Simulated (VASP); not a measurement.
# Ti8HO16 (a cell with a defect) in VASP: single point with PBE

Aim: the single point of Ti8HO16 (a cell with a defect) with PBE.

Everything below comes from runs of VASP 6.6.1. Logs are shortened: lines on timing, memory, paths and dates and some standing lists are left out, and cuts for length are marked.

### Step 1. The cell of the first run

The cell holds a defect, 25 atoms: a = 6.567 Å, b = 6.567 Å, c = 7.530 Å, α = 115.85°, β = 115.85°, γ = 90.00°.

### Step 2. Single point, PBE

File INCAR:

```
  ALGO = Normal
  EDIFF = 1E-6
  ENCUT = 520
  GGA = PE
  ISIF = 2
  ISMEAR = 0
  LASPH = True
  LCHARG = True
  LELF = True
  LREAL = Auto
  LVHAR = True
  LWAVE = False
  NBANDS = 114
  NELECT = 192.0
  NELM = 80
  PREC = Accurate
  SIGMA = 0.02
```

File KPOINTS:

```
k-points
0
Gamma
  3 3 3
```

File POSCAR:

```
Ti8HO16
1.0
    4.6433175447     -4.6433175447      0.0000000000
   -4.6433175447     -4.6433175447      0.0000000000
    0.0000000000      4.6433175447     -5.9277360028
Ti O H
8 16 1
Direct
    0.5242853655      0.0083943076      0.0061001367
    0.2683953543      0.7521845801      0.4939077919
   -0.0180413616      0.4978835083      0.0060537446
    0.7257342242      0.2416818245      0.4939543527
    0.1250055061      0.1248474295      0.2499905528
    0.9023590472      0.8871961816      0.7499875160
    0.6252297055      0.6248125469      0.2499581627
    0.3475791440      0.3625951319      0.7499785749
    0.6365812970      0.9304821527      0.2490207053
    0.4385954710      0.6660591303      0.7499946013
    0.1375866949      0.4314705370      0.2509684978
    0.8879069753      0.1866122719      0.7500109650
    0.0528307255      0.2664969222      0.5022322179
    0.8101563904      1.0228797268      1.0045754395
    0.5556260511      0.7683220363      0.4954464906
    0.3005881269      0.5142444170      0.9977353913
    0.1971113559      0.9834857455     -0.0022112996
    0.9493016115      0.7356883941      0.5021878502
    0.6943320152      0.4818158583      0.0045467612
    0.4397551202      0.2272626533      0.4954753381
    0.6133909850      0.3196712498      0.2509764266
    0.3619149086      0.0632831682      0.7500026988
    0.1124568280      0.8187094090      0.2490336950
    0.8117371541      0.5838716269      0.7500244609
    0.6245810527      0.6250494678      0.7500489222
```

Potentials or basis: VASP PAW PBE potentials, release 64 (Ti_sv, O, H).

Launch:

```
$ cat potpaw_PBE.64/Ti_sv/POTCAR potpaw_PBE.64/O/POTCAR potpaw_PBE.64/H/POTCAR > POTCAR
$ mpirun -np 1 vasp_std > vasp.out
```

OUTCAR:

```text
EDIFF = 1E-6
   ENCUT = 520
   GGA = PE
   ISIF = 2
   ISMEAR = 0
   LASPH = True
   LREAL = Auto
   NELECT = 192.0
   NELM = 80
   PREC = Accurate

 ion  position               nearest neighbor table
   1  0.524  0.008  0.006-  14 1.88  21 1.92   9 1.95  22 1.95  10 2.09  17 2.13   4 2.91
   2  0.268  0.752  0.494-  15 1.88  23 1.92  11 1.95  22 1.95  10 2.09  18 2.13   3 2.91
   3  0.982  0.498  0.006-  19 1.89  11 1.92  23 1.95  12 1.95  24 2.09  16 2.12   2 2.91
   4  0.726  0.242  0.494-  20 1.89   9 1.92  21 1.95  12 1.95  24 2.09  13 2.13   1 2.91
   5  0.125  0.125  0.250-  20 1.93  14 1.93  17 1.98  13 1.99  23 2.01  11 2.01
   6  0.902  0.887  0.750-  18 1.86  17 1.86  12 1.97  24 2.08  15 2.09  14 2.09
   7  0.625  0.625  0.250-  19 1.93  15 1.93  18 1.98  16 1.99  21 2.01   9 2.01
   8  0.348  0.363  0.750-  13 1.86  16 1.86  22 1.97  10 2.08  20 2.09  19 2.09
   9  0.637  0.930  0.249-   4 1.92   1 1.95   7 2.01
  10  0.439  0.666  0.750-  25 1.25   8 2.08   2 2.09   1 2.09
  11  0.138  0.431  0.251-   3 1.92   2 1.95   5 2.01
  12  0.888  0.187  0.750-   4 1.95   3 1.95   6 1.97
  13  0.053  0.266  0.502-   8 1.86   5 1.99   4 2.13
  14  0.810  0.023  0.005-   1 1.88   5 1.93   6 2.09
  15  0.556  0.768  0.495-   2 1.88   7 1.93   6 2.09
  16  0.301  0.514  0.998-   8 1.86   7 1.99   3 2.12
  17  0.197  0.983  0.998-   6 1.86   5 1.98   1 2.13
  18  0.949  0.736  0.502-   6 1.86   7 1.98   2 2.13
  19  0.694  0.482  0.005-   3 1.89   7 1.93   8 2.09
  20  0.440  0.227  0.495-   4 1.89   5 1.93   8 2.09
  21  0.613  0.320  0.251-   1 1.92   4 1.95   7 2.01
  22  0.362  0.063  0.750-   1 1.95   2 1.95   8 1.97
  23  0.112  0.819  0.249-   2 1.92   3 1.95   5 2.01
  24  0.812  0.584  0.750-  25 1.26   6 2.08   3 2.09   4 2.09
  25  0.625  0.625  0.750-  10 1.25  24 1.26

  LATTYP: Found a body centered tetragonal cell.
 ALAT       =     6.5666426461
 C/A-ratio  =     1.8054084324

  Lattice vectors:

 A1 = (   4.6433175447,   0.0000000000,   5.9277360028)
 A2 = (  -4.6433175447,   0.0000000000,   5.9277360028)
 A3 = (   0.0000000000,  -4.6433175447,  -5.9277360028)

Analysis of symmetry for initial positions (statically):
=====================================================================
 Subroutine PRICEL returns:
 Original cell was already a primitive cell.

 Routine SETGRP: Setting up the symmetry group for a
 body centered tetragonal supercell.

 Subroutine GETGRP returns: Found  1 space group operations
 (whereof  1 operations were pure point group operations)
 out of a pool of 16 trial point group operations.

[... 155 lines left out ...]
   ISIF   =      2    stress and relaxation
   ISYM   =      2    0-nonsym 1-usesym 2-fastsym
   POTIM  = 0.5000    time-step for ionic-motion
   TEBEG  =    0.0;   TEEND  =   0.0 temperature during run
   PSTRESS=    0.0 pullay stress
   NELECT =     192.0000    total number of electrons
   NUPDOWN=      -1.0000    fix difference up-down
   EMIN   =  10.00;   EMAX   =-10.00  energy-range for DOS
   EFERMI =   0.00;   METHOD = LEGACY
   ISMEAR =     0;   SIGMA  =   0.02  broadening in eV -4-tet -1-fermi 0-gaus
   EFERMI_NEDOS =   21; number of points for ismear=-14 and -15
   IALGO  =     38    algorithm
   IMIX   =      4    mixing-type and parameters
     AMIX     =   0.40;   BMIX     =  1.00
     AMIX_MAG =   1.60;   BMIX_MAG =  1.00
  volume/ion in A,a.u.               =      10.22        69.00
  Fermi-wavevector in a.u.,A,eV,Ry     =   1.488161  2.812217 30.131793  2.214624
  Thomas-Fermi vector in A             =   2.601231
   LORBIT       =      0    0 simple, 1 ext, 2 COOP (PROOUT), +10 PAW based schemes
   GGA     = PE    functional components
   LHFCALC =     F    Hartree Fock is set to
   AEXX    =    0.0000 exact exchange contribution
   IVDW    =     0    specifies the selected vdW correction
   LEPSILON=     F    determine dielectric tensor
   LRPA    =     F    only Hartree local field effects (RPA)
 non-spin polarized calculation
 Gauss-broadening in eV      SIGMA  =   0.02
  energy-cutoff  :      520.00
  volume of cell :      255.61
 maximum number of plane-waves:      6906
 NGX is ok and might be reduce to    50
   NGX = 25   NGY = 25   NGZ = 27

 number of electron     191.9999991 magnetization

 Free energy of the ion-electron system (eV)
  ---------------------------------------------------
  ext. energy  EPLUGINS =         0.00000000
  ---------------------------------------------------
  free energy    TOTEN  =      -224.13616197 eV

  energy without entropy =     -224.13616197  energy(sigma->0) =     -224.13616197

 E-fermi :   4.5659     XC(G=0): -11.2854

 val. band max:        4.3522695245   @ k =   0.0000   0.0000   0.0000
 cond. band min:       6.5844870923   @ k =   0.0000   0.0000   0.0000
 fundamental gap:      2.2322175678
 Fermi energy:         4.5658601155

 k-point     1 :       0.0000    0.0000    0.0000
  band No.  band energies     occupation
      1     -52.3171      2.00000
      2     -52.3140      2.00000
      3     -52.2856      2.00000
      4     -52.2727      2.00000
      5     -52.2622      2.00000
      6     -52.2481      2.00000
[... 1543 lines left out ...]
    107       7.5654      0.00000
    108       7.5782      0.00000
 [bands above 108 left out]

------------------------ aborting loop because EDIFF is reached ----------------------------------------

  FORCE on cell =-STRESS in cart. coord.  units (eV):
  Direction    XX          YY          ZZ          XY          YZ          ZX
  --------------------------------------------------------------------------------------
  -------------------------------------------------------------------------------------
  Total      -13.8876997     -5.0718137     -3.8420871      0.5365920      0.0121456      0.0064324
  in kB      -87.0492995    -31.7905654    -24.0825334      3.3634049      0.0761295      0.0403189
  external PRESSURE =     -47.6407994 kB  Pullay stress =       0.0000000 kB

 VOLUME and BASIS-vectors are now :
 -----------------------------------------------------------------------------
  energy-cutoff  :      520.00
  volume of cell :      255.61
      direct lattice vectors                 reciprocal lattice vectors
     4.643317545 -4.643317545  0.000000000     0.107681630 -0.107681630 -0.084349235
    -4.643317545 -4.643317545  0.000000000    -0.107681630 -0.107681630 -0.084349235
     0.000000000  4.643317545 -5.927736003     0.000000000  0.000000000 -0.168698471

 POSITION                                       TOTAL-FORCE (eV/Angst)
 -----------------------------------------------------------------------------------
      2.39545     -2.44508     -0.03616        -0.004296      0.027425      0.023706
     -2.24639     -2.44551     -2.92776        -0.003845      0.021116     -0.030035
      2.24771     -6.84327     -0.03588         0.023376     -0.024585      0.050487
      2.24761     -2.19843     -2.92803         0.013295     -0.025716     -0.048299
      0.00073      0.00064     -1.48188        -0.012135      0.002484     -0.001113
      0.07041     -4.82704     -4.44573        -0.022789      0.052285      0.006303
[... 17 lines left out ...]
      1.05805     -2.99765     -4.44595         0.021061     -0.021257      0.001328
     -0.00218     -2.31972     -4.44609        -0.025813      0.009713      0.000339
 -----------------------------------------------------------------------------------
    total drift:                                0.031114      0.009556      0.007621

  FREE ENERGIE OF THE ION-ELECTRON SYSTEM (eV)
  ---------------------------------------------------
  free  energy   TOTEN  =      -224.1361619681 eV

  energy  without entropy=     -224.1361619681  energy(sigma->0) =     -224.13616197
```

OSZICAR:

```text
N       E                     dE             d eps       ncg     rms          rms(c)
DAV:   1     0.323115715312E+04    0.32312E+04   -0.93675E+04  3192   0.201E+03
[... 11 lines left out ...]
DAV:  13    -0.224136327768E+03   -0.20178E-03   -0.17163E-03  4440   0.233E-01    0.121E-01
DAV:  14    -0.224136201774E+03    0.12599E-03   -0.11639E-03  4776   0.135E-01    0.468E-02
DAV:  15    -0.224136164008E+03    0.37766E-04   -0.14721E-04  4584   0.611E-02    0.251E-02
DAV:  16    -0.224136161999E+03    0.20090E-05   -0.11746E-04  4600   0.442E-02    0.145E-02
DAV:  17    -0.224136161561E+03    0.43854E-06   -0.27812E-05  3968   0.219E-02    0.101E-02
DAV:  18    -0.224136161215E+03    0.34574E-06   -0.12019E-05  3880   0.138E-02    0.360E-03
DAV:  19    -0.224136161968E+03   -0.75287E-06   -0.56999E-06  3320   0.969E-03
   1 F= -.22413616E+03 E0= -.22413616E+03  d E =-.122683E-52
```

stdout:

```text
POSCAR found type information on POSCAR TiO H
 POSCAR found :  3 types and      25 ions
 scaLAPACK will be used
 LDA part: xc-table for (Slater+PW92), standard interpolation
 POSCAR, INCAR and KPOINTS ok, starting setup
 FFT: planning ... GRIDC
 FFT: planning ... GRID_SOFT
 FFT: planning ... GRID
 WAVECAR not read
 entering main loop
 the old and the new charge density differ
 old charge density:   193.00000 new  192.00000
    0.615E+01
```

Run time: 9.1 min. Hardware: 1 thread of Intel Xeon Platinum 8559C (Emerald Rapids), shared host; peak memory 0.5 GiB.

Results:

```yaml
Free_energy: -224.1362 eV
Largest_force: 0.066 eV/Å
```

Forces in eV/Å, atoms in the order of the input:
```
Ti  -0.004  0.027  0.024
Ti  -0.004  0.021 -0.030
Ti   0.023 -0.025  0.050
Ti   0.013 -0.026 -0.048
Ti  -0.012  0.002 -0.001
Ti  -0.023  0.052  0.006
Ti  -0.014  0.003 -0.001
Ti   0.021 -0.038  0.000
O    0.032  0.036 -0.007
O   -0.002  0.010  0.000
O    0.032  0.039  0.005
O    0.013 -0.003  0.002
O   -0.037  0.031  0.032
O    0.003 -0.002  0.032
O    0.003 -0.001 -0.032
O   -0.039  0.032 -0.037
O    0.041 -0.037 -0.036
O    0.038 -0.038  0.032
O    0.003  0.000  0.031
O    0.002 -0.001 -0.029
O   -0.031 -0.036  0.009
O   -0.022  0.000  0.003
O   -0.031 -0.036 -0.007
O    0.021 -0.021  0.001
H   -0.026  0.010  0.000
```

Levels at points of the mesh, in eV from the Fermi level:
```
           k point  band 94  band 95  band 96  band 97  band 98  band 99
(0.00, 0.00, 0.00)    -0.55    -0.41    -0.21     2.02     2.24     2.40
```

Caveat: the cell carries a net charge on a neutralising background, which shifts energy and pressure; the cell is charged against a uniform background, so pressure and absolute levels hang on convention.
